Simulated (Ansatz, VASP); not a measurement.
**Two plane-wave programs on La4H**

```
La H
1.0
     6.85406   -1.90158    0.00000
     6.85406    1.90158    0.00000
    -3.04050    0.00000    5.83312
La H
4 1
Direct
  0.11987 0.11987 0.44462
  0.62381 0.62381 0.95345
  0.88013 0.88013 0.55538
  0.37619 0.37619 0.04655
  0.00000 0.00000 0.00000
```

Change from the starting cell: relaxed end of: species swapped into the MnB4 type (C2/m, No. 12).

Alike in both runs: task single point; functional PBE; k mesh 6 × 6 × 4; occupations gaussian, width 0.1 eV; no spin polarisation.

|  | VASP | Ansatz |
| --- | --- | --- |
| version | VASP 6.6.1 | Ansatz 0.2.0 |
| potentials or method | VASP PAW PBE potentials, release 64 (La, H), cutoff 520 eV | scalar-relativistic, plane waves, PAW |
| valence electrons in the cell | 45 | 45 |

```csv
,VASP,Ansatz,Ansatz less VASP
gap on the k mesh at the Fermi level (eV),none,none,-
pressure (GPa),0.2,0.1,-0.04
"traceless stress, the component that is largest in VASP (GPa)",-0.24,-0.24,-0.001
rms of the force components (eV/Å),0.007,0.006,-0.0003
```

Atom by atom the forces differ by 0.002 eV/Å (rms over components). A gap of «none» marks a metal or a gap that the smearing closes.

Neither program's run includes spin-orbit coupling.
